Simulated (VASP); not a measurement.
Here is a VASP 6.6.1 calculation.

The input POSCAR:

```
SiO2
1.0
    0.0000000000      2.2415274266      2.2614068725
    2.2415274266      0.0000000000      2.2614068725
    2.2415274266      2.2415274266      0.0000000000
Si O
1 2
Direct
    0.0000000000      0.0000000000      0.0000000000
    0.2500000000      0.2500000000      0.2500000000
    0.7500000000      0.7500000000      0.7500000000
```

File INCAR.step1:

```
PREC     = Accurate       # precision mode
ENCUT    = 520            # plane-wave cutoff, eV
ISMEAR   = 0              # smearing method
SIGMA    = 0.01           # smearing width, eV
LREAL    = False          # projectors in reciprocal space
LASPH    = True           # aspherical terms in the spheres
NELM     = 100            # most SCF steps
NBANDS   = 15             # bands
GGA      = PE             # functional
ALGO     = Normal         # electronic algorithm
EDIFF    = 1E-4           # SCF threshold, eV
LWAVE    = True           # write WAVECAR
LCHARG   = False          # write CHGCAR
```

File INCAR.step2:

```
PREC     = Accurate       # precision mode
ENCUT    = 520            # plane-wave cutoff, eV
EDIFF    = 1E-7           # SCF threshold, eV
ISMEAR   = 0              # smearing method
SIGMA    = 0.01           # smearing width, eV
LREAL    = False          # projectors in reciprocal space
LASPH    = True           # aspherical terms in the spheres
NELM     = 100            # most SCF steps
ALGO     = Normal         # electronic algorithm
ISIF     = 2              # what is computed and relaxed
LWAVE    = False          # write WAVECAR
LCHARG   = False          # write CHGCAR
METAGGA  = R2SCAN         # meta-GGA
LMIXTAU  = True         
NBANDS   = 15             # bands
ISTART   = 1
```

File KPOINTS:

```
Automatic mesh
0
Gamma
  10 10 10
```

Potentials or basis: VASP PAW PBE potentials, release 64 (Si, O).

Run with:

```console
$ cat potpaw_PBE.64/Si/POTCAR potpaw_PBE.64/O/POTCAR > POTCAR
$ cp INCAR.step1 INCAR
$ mpirun -np 1 vasp_std > vasp.out
$ cp INCAR.step2 INCAR
$ mpirun -np 1 vasp_std > vasp.out
```

(1) Estimate the pressure.

(2) Predict the band gap on the k mesh.

Answers

(1) 7.5 GPa.

(2) 2.61 eV, direct.

Caveat: the cell differs from its parent crystal (epitaxial xy strain -1.0%); the PAW data sets were made with another functional, which shifts forces and pressure a little.
